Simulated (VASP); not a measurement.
A run of VASP 6.6.1 is set up as follows.

INCAR

```
ALGO = Normal
EDIFF = 1E-7
ENCUT = 520
GGA = PE
ISIF = 2
ISMEAR = 0
ISPIN = 2
LASPH = True
LCHARG = True
LELF = True
LMAXMIX = 4
LORBIT = 11
LREAL = False
LVHAR = True
LWAVE = False
MAGMOM = 0 2 2 2 0 0 0 0
NBANDS = 45
NELM = 150
PREC = Accurate
SIGMA = 0.1
```

KPOINTS

```
k-points
0
Gamma
  6 6 2
```

The input POSCAR:

```
AlV3N4
1.0
    2.8929961535      0.0000000000      0.0000000000
    0.0000000000      2.8929961535      0.0000000000
    0.0000000000      0.0000000000      8.3719699438
Al V N
1 3 4
Direct
    0.0000000000      0.0000000000      0.5000000000
    0.0000000000      0.0000000000      0.0000000000
    0.5000000000      0.5000000000      0.2367678043
    0.5000000000      0.5000000000      0.7632321957
    0.0000000000      0.0000000000      0.2570225185
    0.5000000000      0.5000000000      0.5000000000
    0.0000000000      0.0000000000      0.7429774815
    0.5000000000      0.5000000000      0.0000000000
```

Potentials or basis: VASP PAW PBE potentials, release 64 (Al, V_sv, N).

Launch:

```bash
$ cat potpaw_PBE.64/Al/POTCAR potpaw_PBE.64/V_sv/POTCAR potpaw_PBE.64/N/POTCAR > POTCAR
$ mpirun -np 1 vasp_std > vasp.out
```

Task: Predict the largest force.

Result: 0.022 eV/Å.

Task: What does it give for the net moment?

Result: 1.17 μB per cell.

Forces on the atoms (eV/Å):
```
Al   0.000  0.000  0.000
V    0.000  0.000  0.000
V    0.000  0.000  0.009
V    0.000  0.000 -0.009
N    0.000  0.000  0.022
N    0.000  0.000  0.000
N    0.000  0.000 -0.022
N    0.000  0.000  0.000
```

Caveat: the k points lie up to 0.38 Å⁻¹ apart.
